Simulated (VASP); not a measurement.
Li, 1 atom in the cell. The structure is cubic, space group Im-3m (No. 229). The conventional cell has a = 3.509 Å, b = 3.509 Å, c = 3.509 Å, α = 90.00°, β = 90.00°, γ = 90.00°. Within 4.0 Å of Li (site symmetry m-3m) lie 14 Li at 3.04 to 3.51 Å. 

```yaml
Program: VASP 6.6.1
Task: single point
Functional: PBE
Dispersion: D3(BJ)
Potentials_or_basis: VASP PAW PBE potentials, release 64 (Li_sv)
Cutoff: 520 eV
k_mesh: 16 × 16 × 16
Occupations: gaussian, width 0.1 eV
Spin: no spin polarisation
Dipole_correction: no
Further_INCAR_settings: ALGO = Normal; EDIFF = 1e-07; NBANDS = 8
```

Potentials or basis: VASP PAW PBE potentials, release 64 (Li_sv).

Run with:

```sh
$ cat potpaw_PBE.64/Li_sv/POTCAR > POTCAR
$ mpirun -np 1 vasp_std > vasp.out
```

Hardware: 1 thread of AMD EPYC 7R13 Processor (Zen 3) (shared host).

Task: How long does it take, and how much memory?

Result: It took 17 s on 1 thread of AMD EPYC 7R13 Processor (Zen 3), with other jobs on the host, peak memory 0.12 GiB. Counts: scf iterations 11, k points 145.
